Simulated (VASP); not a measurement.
A run of VASP 6.6.1 is set up as follows.

INCAR

```
  ALGO = Normal
  EDIFF = 1E-6
  ENCUT = 520
  GGA = PE
  ISIF = 2
  ISMEAR = 0
  LASPH = T
  LCHARG = T
  LELF = T
  LREAL = Auto
  LVHAR = T
  LWAVE = F
  NBANDS = 92
  NELM = 80
  PREC = Accurate
  SIGMA = 0.1
```

Contents of KPOINTS:

```
k-points
0
Gamma
  4 4 4
```

File POSCAR:

```
Mo8P9
1.0
    0.0000000000      0.0000000000     -6.3904533199
    6.4820862140      0.0000000001      0.0000000000
   -3.2410431070     -5.6136513309      0.0000000000
Mo P
8 9
Direct
    0.5000000532      0.4998628054      0.0000928095
    0.0000000000      0.4997934591      0.0000732144
    0.5000000532      0.0158294671      0.0320322709
    0.0000000000      0.0257818548      0.0521298853
    0.5000000532      0.4679833495      0.4841454946
    0.0000000000      0.4472969376      0.4738370524
    0.5000000532      0.0158676423      0.4840683612
    0.0000000000      0.0257068516      0.4741035456
    0.2539833903      0.8263204932      0.1633275645
    0.7460167161      0.8263204932      0.1633275645
    0.2540538079      0.3365616480      0.1632871274
    0.7459461421      0.3365616480      0.1632871274
    0.3238393110      0.8333551617      0.6667615745
    0.6761606390      0.8333551617      0.6667615745
    0.2540329956      0.3365649131      0.6736136210
    0.7459669544      0.3365649131      0.6736136210
    0.0000000000      0.8326677378      0.6666258340
```

Potentials or basis: VASP PAW PBE potentials, release 64 (Mo_sv, P).

Run with:

```bash
$ cat potpaw_PBE.64/Mo_sv/POTCAR potpaw_PBE.64/P/POTCAR > POTCAR
$ mpirun -np 1 vasp_std > vasp.out
```

(1) What does it give for the pressure?

(2) Estimate the largest force.

(3) Estimate the band gap on the k mesh.

Answers

(1) 27.3 GPa.

(2) 0.079 eV/Å.

(3) zero (an odd number of electrons rules out a gap without spin polarisation).
